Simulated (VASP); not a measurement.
# GaAs (I4/mmm) in VASP: further runs

GaAs is run at these levels: PBE; tasks: single point.

All numbers are computed with VASP 6.6.1; they aren't measurements. Logs are shortened: lines on timing, memory, paths and dates and some standing lists are left out, and cuts for length are marked.

**1. The cell of the first run**

Symmetry: I4/mmm, No. 139, tetragonal system. The conventional cell has a = 3.762 Å, b = 3.762 Å, c = 6.052 Å, α = 90.00°, β = 90.00°, γ = 90.00°. Within 3.5 Å of Ga (site symmetry 4/mmm) lie 6 As at 2.66 to 3.03 Å. Within 3.5 Å of As (site symmetry 4/mmm) lie 6 Ga at 2.66 to 3.03 Å.

**2. Single point, PBE**

The input, INCAR:

```
ALGO = Normal ; EDIFF = 1E-6
ENCUT = 520 ; GGA = PE
ISIF = 2 ; ISMEAR = -1
LASPH = True ; LCHARG = True
LELF = True ; LREAL = False
LVHAR = True ; LWAVE = False
NBANDS = 16 ; NELM = 100
PREC = Accurate ; SIGMA = 0.04
```

The input, KPOINTS:

```
k-points
0
Gamma
  6 6 6
```

The input, POSCAR:

```
GaAs
1.0
   -1.8807739600      1.8807739600      3.0258508800
    1.8807739600     -1.8807739600      3.0258508800
    1.8807739600      1.8807739600     -3.0258508800
Ga As
1 1
Direct
    0.0000000000      0.0000000000      0.0000000000
    0.5000000000      0.5000000000      0.0000000000
```

Potentials or basis: VASP PAW PBE potentials, release 64 (Ga_d, As).

The run is started by

```sh
$ cat potpaw_PBE.64/Ga_d/POTCAR potpaw_PBE.64/As/POTCAR > POTCAR
$ mpirun -np 1 vasp_std > vasp.out
```

OUTCAR:

```text
EDIFF = 1E-6
   ENCUT = 520
   GGA = PE
   ISIF = 2
   ISMEAR = -1
   LASPH = True
   LREAL = False
   NELM = 100
   PREC = Accurate

 ion  position               nearest neighbor table
   1  0.000  0.000  0.000-   2 2.66   2 2.66   2 2.66   2 2.66
   2  0.500  0.500  0.000-   1 2.66   1 2.66   1 2.66   1 2.66

  LATTYP: Found a body centered tetragonal cell.
 ALAT       =     3.7615479200
 C/A-ratio  =     1.6088328233

  Lattice vectors:

 A1 = (  -1.8807739600,   1.8807739600,   3.0258508800)
 A2 = (   1.8807739600,  -1.8807739600,   3.0258508800)
 A3 = (   1.8807739600,   1.8807739600,  -3.0258508800)

Analysis of symmetry for initial positions (statically):
=====================================================================
 Subroutine PRICEL returns:
 Original cell was already a primitive cell.

 Routine SETGRP: Setting up the symmetry group for a
 body centered tetragonal supercell.

 Subroutine GETGRP returns: Found 16 space group operations
 (whereof 16 operations were pure point group operations)
 out of a pool of 16 trial point group operations.

The static configuration has the point symmetry D_4h.

Analysis of symmetry for dynamics (positions and initial velocities):
=====================================================================
 Subroutine PRICEL returns:
 Original cell was already a primitive cell.

 Routine SETGRP: Setting up the symmetry group for a
 body centered tetragonal supercell.

 Subroutine GETGRP returns: Found 16 space group operations
 (whereof 16 operations were pure point group operations)
 out of a pool of 16 trial point group operations.

The dynamic configuration has the point symmetry D_4h.

 Subroutine INISYM returns: Found 16 space group operations
 (whereof 16 operations are pure point group operations),
 and found     1 'primitive' translations

----------------------------------------------------------------------------------------

                                     Primitive cell

  volume of cell :      42.8135

  direct lattice vectors                    reciprocal lattice vectors
    -1.880773960  1.880773960  3.025850880     0.000000000  0.265848002  0.165242776
     1.880773960 -1.880773960  3.025850880     0.265848002  0.000000000  0.165242776
     1.880773960  1.880773960 -3.025850880     0.265848002  0.265848002  0.000000000

  length of vectors
     4.028696430  4.028696430  4.028696430     0.313018107  0.313018107  0.375965850

  position of ions in fractional coordinates (direct lattice)
     0.000000000  0.000000000  0.000000000
     0.500000000  0.500000000  0.000000000

  ion indices of the primitive-cell ions
   primitive index   ion index
                 1           1
                 2           2

----------------------------------------------------------------------------------------

 KPOINTS: k-points

Automatic generation of k-mesh.
 Grid dimensions read from file:
 generate k-points for:    6    6    6

 Generating k-lattice:

  Cartesian coordinates                     Fractional coordinates (reciprocal lattice)
     0.000000000  0.044308000  0.027540463     0.166666667  0.000000000  0.000000000
     0.044308000  0.000000000  0.027540463     0.000000000  0.166666667  0.000000000
     0.044308000  0.044308000  0.000000000     0.000000000  0.000000000  0.166666667

  Length of vectors
     0.052169685  0.052169685  0.062660975

  Shift w.r.t. Gamma in fractional coordinates (k-lattice)
     0.000000000  0.000000000  0.000000000

 Subroutine IBZKPT returns following result:
 ===========================================

 Found     30 irreducible k-points:

 Following reciprocal coordinates:
            Coordinates               Weight
  0.000000  0.000000  0.000000      1.000000
  0.166667  0.000000 -0.000000      8.000000
  0.333333  0.000000 -0.000000      8.000000
  0.500000 -0.000000  0.000000      4.000000
  0.166667  0.166667  0.000000      8.000000
  0.333333  0.166667  0.000000     16.000000
[... 16 lines left out ...]
 -0.333333 -0.333333  0.166667      8.000000
 -0.166667 -0.333333  0.166667      8.000000
 [... further k-points ...]
   k-points           NKPTS =     30   k-points in BZ     NKDIM =     30   number of bands    NBANDS=     16
   number of dos      NEDOS =    301   number of ions     NIONS =      2
   total plane-waves  NPLWV =  27000
   dimension x,y,z NGX =    30 NGY =   30 NGZ =   30
   dimension x,y,z NGXF=    60 NGYF=   60 NGZF=   60
   ions per type =               1   1
   NGX,Y,Z   is equivalent  to a cutoff of  12.38, 12.38, 12.38 a.u.
   NGXF,Y,Z  is equivalent  to a cutoff of  24.76, 24.76, 24.76 a.u.
 SYSTEM =  unknown system
   PREC   = accura    normal or accurate (medium, high low for compatibility)
   ISTART =      0    job   : 0-new  1-cont  2-samecut
   ICHARG =      2    charge: 1-file 2-atom 10-const
   ISPIN  =      1    spin polarized calculation?
   LNONCOLLINEAR =      F non collinear calculations
   LSORBIT =      F    spin-orbit coupling
   LASPH  =      T    aspherical Exc in radial PAW
   ENCUT  =  520.0 eV  38.22 Ry    6.18 a.u.   7.49  7.49  7.49*2*pi/ulx,y,z
   NELM   =    100;   NELMIN=  2; NELMDL= -5     # of ELM steps
   EDIFF  = 0.1E-05   stopping-criterion for ELM
   LREAL  =      F    real-space projection
   EDIFFG = 0.1E-04   stopping-criterion for IOM
   NSW    =      0    number of steps for IOM
   IBRION =     -1    ionic relax: 0-MD 1-quasi-New 2-CG
   NFREE  =      0    steps in history (QN), initial steepest desc. (CG)
   ISIF   =      2    stress and relaxation
   ISYM   =      2    0-nonsym 1-usesym 2-fastsym
   POTIM  = 0.5000    time-step for ionic-motion
   TEBEG  =    0.0;   TEEND  =   0.0 temperature during run
   PSTRESS=    0.0 pullay stress
   NELECT =      18.0000    total number of electrons
   NUPDOWN=      -1.0000    fix difference up-down
   EMIN   =  10.00;   EMAX   =-10.00  energy-range for DOS
   EFERMI =   0.00;   METHOD = LEGACY
   ISMEAR =    -1;   SIGMA  =   0.04  broadening in eV -4-tet -1-fermi 0-gaus
   EFERMI_NEDOS =   21; number of points for ismear=-14 and -15
   IALGO  =     38    algorithm
   IMIX   =      4    mixing-type and parameters
     AMIX     =   0.40;   BMIX     =  1.00
     AMIX_MAG =   1.60;   BMIX_MAG =  1.00
  volume/ion in A,a.u.               =      21.41       144.46
  Fermi-wavevector in a.u.,A,eV,Ry     =   1.226419  2.317595 20.464561  1.504103
  Thomas-Fermi vector in A             =   2.361420
   LORBIT       =      0    0 simple, 1 ext, 2 COOP (PROOUT), +10 PAW based schemes
   GGA     = PE    functional components
[... 5 lines left out ...]
 non-spin polarized calculation
  energy-cutoff  :      520.00
  volume of cell :       42.81
 maximum number of plane-waves:      1175
 NGX is ok and might be reduce to    30
   NGX = 15   NGY = 15   NGZ = 15

 number of electron      18.0000010 magnetization

 Free energy of the ion-electron system (eV)
  ---------------------------------------------------
  ext. energy  EPLUGINS =         0.00000000
  ---------------------------------------------------
  free energy    TOTEN  =        -7.52258757 eV

  energy without entropy =       -7.51881919  energy(sigma->0) =       -7.52070338

 E-fermi :   4.4339     XC(G=0): -10.1727

 val. band max:        4.3182596855   @ k =   0.3333   0.0000  -0.0000
 cond. band min:       4.4341226639   @ k =  -0.1667   0.1667   0.0000
 fundamental gap:      0.1158629784
 Fermi energy:         4.4339479492

 k-point     1 :       0.0000    0.0000    0.0000
  band No.  band energies     occupation
      1     -10.4097      2.00000
      2     -10.3725      2.00000
      3     -10.3642      2.00000
      4     -10.3570      2.00000
      5     -10.3570      2.00000
      6      -8.1521      2.00000
[... 8 lines left out ...]
     15      12.4756      0.00000
     16      12.8729      0.00000

 k-point     2 :       0.1667    0.0000   -0.0000
  band No.  band energies     occupation
      1     -10.4050      2.00000
      2     -10.3808      2.00000
      3     -10.3599      2.00000
      4     -10.3562      2.00000
      5     -10.3536      2.00000
      6      -7.8300      2.00000
[... 8 lines left out ...]
     15      12.3906      0.00000
     16      12.7666      0.00000

 k-point     3 :       0.3333    0.0000   -0.0000
  band No.  band energies     occupation
      1     -10.4016      2.00000
      2     -10.3979      2.00000
      3     -10.3631      2.00000
      4     -10.3461      2.00000
      5     -10.3396      2.00000
      6      -6.9498      2.00000
[... 8 lines left out ...]
     15      14.5664      0.00000
     16      14.8721      0.00000

 k-point     4 :       0.5000   -0.0000    0.0000
  band No.  band energies     occupation
      1     -10.4065      2.00000
      2     -10.4018      2.00000
      3     -10.3652      2.00000
      4     -10.3423      2.00000
      5     -10.3301      2.00000
      6      -6.2186      2.00000
[... 8 lines left out ...]
     15      16.9276      0.00000
     16      17.2161      0.00000

 k-point     5 :       0.1667    0.1667    0.0000
  band No.  band energies     occupation
      1     -10.4086      2.00000
      2     -10.3920      2.00000
      3     -10.3578      2.00000
      4     -10.3512      2.00000
      5     -10.3510      2.00000
      6      -7.3461      2.00000
[... 8 lines left out ...]
     15      13.9772      0.00000
     16      15.6042      0.00000

 k-point     6 :       0.3333    0.1667    0.0000
  band No.  band energies     occupation
      1     -10.4245      2.00000
      2     -10.3966      2.00000
      3     -10.3588      2.00000
      4     -10.3475      2.00000
      5     -10.3367      2.00000
      6      -6.4056      2.00000
[... 8 lines left out ...]
     15      14.8465      0.00000
     16      16.1122      0.00000
[... 267 lines left out ...]
 k-point    21 :      -0.3333    0.5000    0.1667
  band No.  band energies     occupation
      1     -10.4430      2.00000
      2     -10.3946      2.00000
      3     -10.3573      2.00000
      4     -10.3426      2.00000
      5     -10.3377      2.00000
      6      -5.8187      2.00000
[... 8 lines left out ...]
     15      14.6230      0.00000
     16      17.1249      0.00000

 k-point    22 :      -0.1667    0.5000    0.1667
  band No.  band energies     occupation
      1     -10.4223      2.00000
      2     -10.3962      2.00000
      3     -10.3589      2.00000
      4     -10.3430      2.00000
      5     -10.3404      2.00000
      6      -6.2841      2.00000
[... 8 lines left out ...]
     15      16.7014      0.00000
     16      17.3528      0.00000

 k-point    23 :      -0.3333   -0.3333    0.1667
  band No.  band energies     occupation
      1     -10.4439      2.00000
      2     -10.3868      2.00000
      3     -10.3583      2.00000
      4     -10.3474      2.00000
      5     -10.3411      2.00000
      6      -6.5277      2.00000
[... 8 lines left out ...]
     15      15.6117      0.00000
     16      16.9389      0.00000

 k-point    24 :      -0.1667   -0.3333    0.1667
  band No.  band energies     occupation
      1     -10.4354      2.00000
      2     -10.3788      2.00000
      3     -10.3632      2.00000
      4     -10.3489      2.00000
      5     -10.3444      2.00000
      6      -7.1889      2.00000
[... 8 lines left out ...]
     15      14.8805      0.00000
     16      15.2797      0.00000

 [... further k-points ...]
[... 5 lines left out ...]
  --------------------------------------------------------------------------------------
  -------------------------------------------------------------------------------------
  Total       -0.2703307     -0.2703307     -2.0988264      0.0000000      0.0000000      0.0000000
  in kB      -10.1163815    -10.1163815    -78.5428004      0.0000000      0.0000000      0.0000000
  external PRESSURE =     -32.9251878 kB  Pullay stress =       0.0000000 kB

 VOLUME and BASIS-vectors are now :
 -----------------------------------------------------------------------------
  energy-cutoff  :      520.00
  volume of cell :       42.81
      direct lattice vectors                 reciprocal lattice vectors
    -1.880773960  1.880773960  3.025850880     0.000000000  0.265848002  0.165242776
     1.880773960 -1.880773960  3.025850880     0.265848002  0.000000000  0.165242776
     1.880773960  1.880773960 -3.025850880     0.265848002  0.265848002  0.000000000

 POSITION                                       TOTAL-FORCE (eV/Angst)
 -----------------------------------------------------------------------------------
      0.00000      0.00000      0.00000        -0.000000     -0.000000      0.000000
      0.00000      0.00000      3.02585         0.000000      0.000000     -0.000000
 -----------------------------------------------------------------------------------
    total drift:                               -0.000000      0.000000      0.000000

  FREE ENERGIE OF THE ION-ELECTRON SYSTEM (eV)
  ---------------------------------------------------
  free  energy   TOTEN  =        -7.5225875742 eV

  energy  without entropy=       -7.5188191883  energy(sigma->0) =       -7.52070338
```

It took 20 s on 1 thread of Intel Xeon Platinum 8259CL at 2.50GHz (Skylake/Cascade Lake), shared host; peak memory 0.17 GiB.

Results:

* Free energy: -7.5226 eV
* Pressure: -3.3 GPa
* Band gap on the k mesh: zero (band 9 reaches 4.87 eV, above the bottom of band 10 at 2.45 eV)

Stress tensor (GPa, compression positive):
```
-1.01  0.00  0.00
 0.00 -1.01  0.00
 0.00  0.00 -7.85
```

Caveat: the k points lie up to 0.39 Å⁻¹ apart.

**3. Single point, PBE**

The input, INCAR:

```
PREC = Accurate
ENCUT = 520
EDIFF = 1E-6
ISMEAR = -1
SIGMA = 0.05
LREAL = False
LASPH = True
NELM = 100
ALGO = Normal
ISIF = 2
LWAVE = False
LCHARG = False
GGA = PE
NBANDS = 16
```

The input, KPOINTS:

```
Automatic mesh
0
Gamma
  10 10 10
```

POSCAR is that of step 2.

Potentials or basis: VASP PAW PBE potentials, release 64 (Ga_d, As).

The run is started by

```sh
$ cat potpaw_PBE.64/Ga_d/POTCAR potpaw_PBE.64/As/POTCAR > POTCAR
$ mpirun -np 1 vasp_std > vasp.out
```

Wall time 64 s (1 thread of Intel Xeon Platinum 8259CL at 2.50GHz (Skylake/Cascade Lake), shared host); peak memory 0.22 GiB.

The run converged. Its results:

```
Free energy            : -7.5013 eV
Pressure               : -3.3 GPa
Band gap on the k mesh : zero (band 9 reaches 5.03 eV, above the bottom of band 10 at 2.46 eV)
```

Stress tensor (GPa, compression positive):
```
-1.31  0.00  0.00
 0.00 -1.31  0.00
 0.00  0.00 -7.17
```

Levels at points of the mesh, in eV from the Fermi level:
```csv
k point,band 7,band 8,band 9,band 10,band 11,band 12
"(0.00, 0.00, 0.00)",-0.69,-0.38,-0.38,0.81,4.99,6.68
"(0.50, 0.00, 0.00)",-7.16,-0.18,0.56,1.87,3.35,3.40
"(0.50, 0.50, 0.00)",-4.95,-3.98,-3.17,-1.60,3.75,7.14
"(0.50, 0.50, 0.50)",-4.85,-2.72,-1.87,-1.87,4.22,9.51
```

**4. Single point, PBE**

The input, INCAR:

```
ALGO     = Normal         # electronic algorithm
EDIFF    = 1E-6           # SCF threshold, eV
ENCUT    = 520            # plane-wave cutoff, eV
GGA      = PE             # functional
ISIF     = 2              # what is computed and relaxed
ISMEAR   = -1             # smearing method
LASPH    = T              # aspherical terms in the spheres
LCHARG   = T              # write CHGCAR
LELF     = T              # ELF
LREAL    = F              # projectors in reciprocal space
LVHAR    = T            
LWAVE    = F              # write WAVECAR
NBANDS   = 16             # bands
NELM     = 80             # most SCF steps
PREC     = Accurate       # precision mode
SIGMA    = 0.03           # smearing width, eV
```

The input, KPOINTS:

```
k-points
0
Gamma
  6 6 6
```

POSCAR is that of step 3.

The run is started by

```sh
$ cat potpaw_PBE.64/Ga_d/POTCAR potpaw_PBE.64/As/POTCAR > POTCAR
$ mpirun -np 1 vasp_std > vasp.out
```

It took 18 s on 1 thread of Intel Xeon Platinum 8488C (Sapphire Rapids), shared host; peak memory 0.17 GiB.

It converged, with:

```yaml
Free_energy: -7.5218 eV
Pressure: -3.3 GPa
Band_gap_on_the_k_mesh: zero (band 9 reaches 4.87 eV, above the bottom of band 10 at 2.45 eV)
```

Stress tensor (GPa, compression positive):
```
-1.00  0.00  0.00
 0.00 -1.00  0.00
 0.00  0.00 -7.92
```

Levels at points of the mesh, in eV from the Fermi level:
```
           k point  band 7  band 8  band 9  band 10  band 11  band 12
(0.00, 0.00, 0.00)   -0.80   -0.51   -0.51     0.72     4.90     6.55
(0.50, 0.00, 0.00)   -7.27   -0.28    0.43     1.78     3.24     3.29
(0.50, 0.50, 0.00)   -5.07   -4.09   -3.30    -1.69     3.65     7.05
(0.50, 0.50, 0.50)   -4.94   -2.82   -1.99    -1.99     4.09     9.42
```

Caveat: the k points lie up to 0.39 Å⁻¹ apart.

**5. Overview**

```csv
k mesh,smearing,gap on the mesh (eV),pressure (GPa)
6 × 6 × 6,fermi-dirac 0.04 eV,none,-3.3
10 × 10 × 10,fermi-dirac 0.05 eV,none,-3.3
6 × 6 × 6,fermi-dirac 0.03 eV,none,-3.3
```

Alike in all rows: task single point; level PBE; potentials or basis VASP PAW PBE potentials, release 64 (Ga_d, As); no spin polarisation; cell as given; cutoff (eV) 520.

Caveats: some runs use coarse meshes.

Absolute energies hang on the potentials; compare differences alone.
